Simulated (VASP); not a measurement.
**Cu: single point with r2SCAN**

The system is Cu.

```xyz
1
Lattice="0.0000 1.7895 1.7895 1.7895 0.0000 1.7895 1.7895 1.7895 0.0000" Properties=species:S:1:pos:R:3 pbc="T T T"
Cu    0.0000    0.0000    0.0000
```

```json
{
 "Program": "VASP 6.6.1",
 "Task": "single point",
 "Functional": "r2SCAN",
 "Potentials or basis": "VASP PAW PBE potentials, release 64 (Cu)",
 "Cutoff": "520 eV",
 "k mesh": "20 × 20 × 20",
 "Occupations": "gaussian, width 0.1 eV",
 "Spin": "no spin polarisation",
 "Dipole correction": "no",
 "Further INCAR settings": "ALGO = Normal; EDIFF = 1e-07; NBANDS = 12"
}
```

```
Pressure               : 0.3 GPa
Band gap on the k mesh : zero (an odd number of electrons rules out a gap without spin polarisation)
```

Levels at points of the mesh, in eV from the Fermi level:
```csv
k point,band 3,band 4,band 5,band 6,band 7,band 8,band 9,band 10
"(0.00, 0.00, 0.00)",-3.20,-3.20,-2.34,-2.34,23.66,26.94,26.94,26.94
"(0.50, 0.00, 0.00)",-3.25,-1.73,-1.73,-1.11,4.16,22.15,23.66,23.66
"(0.50, 0.50, 0.00)",-1.76,-1.57,-1.57,1.60,7.68,14.04,14.04,18.47
```

Run time: 3.8 min on 1 thread of Intel Xeon 8259CL, on a shared host, peak memory 0.15 GiB.

Caveat: the PAW data sets were made with another functional, which shifts forces and pressure a little.
